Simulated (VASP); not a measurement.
Here is a VASP 6.6.1 calculation.

The input POSCAR:

```
KCl
1.0
    3.7708085932      0.0000000000      0.0000000000
    0.0000000000      3.7708085932      0.0000000000
    0.0000000000      0.0000000000      3.7708085932
K Cl
1 1
Direct
    0.0000000000      0.0000000000      0.0000000000
    0.5000000000      0.5000000000      0.5000000000
```

Contents of INCAR.step1:

```
SYSTEM = KCl
PREC = Accurate ; ENCUT = 520
ISMEAR = 0 ; SIGMA = 0.01
LREAL = .False. ; LASPH = .True.
NELM = 100 ; NBANDS = 15
GGA = PE ; ALGO = Normal
EDIFF = 1E-4 ; LWAVE = .True.
LCHARG = .False.
```

The input INCAR.step2:

```
SYSTEM = KCl
PREC = Accurate ; ENCUT = 520
EDIFF = 1E-7 ; ISMEAR = 0
SIGMA = 0.01 ; LREAL = .False.
LASPH = .True. ; NELM = 100
ALGO = Normal ; ISIF = 2
LWAVE = .False. ; LCHARG = .False.
METAGGA = R2SCAN ; LMIXTAU = .True.
NBANDS = 15 ; ISTART = 1
```

File KPOINTS:

```
Automatic mesh
0
Gamma
  6 6 6
  0 0 0
```

Potentials or basis: VASP PAW PBE potentials, release 64 (K_sv, Cl).

Launch:

```console
$ cat potpaw_PBE.64/K_sv/POTCAR potpaw_PBE.64/Cl/POTCAR > POTCAR
$ cp INCAR.step1 INCAR
$ mpirun -np 1 vasp_std > vasp.out
$ cp INCAR.step2 INCAR
$ mpirun -np 1 vasp_std > vasp.out
```

Question: What does it give for the pressure?

Answer: 0.0 GPa.

Question: Estimate the band gap on the k mesh.

Answer: 5.81 eV, indirect (least direct gap 6.02 eV).

Caveat: the PAW data sets were made with another functional, which shifts forces and pressure a little. r2SCAN opens gaps a little over a GGA but as a rule still falls short of measured ones.
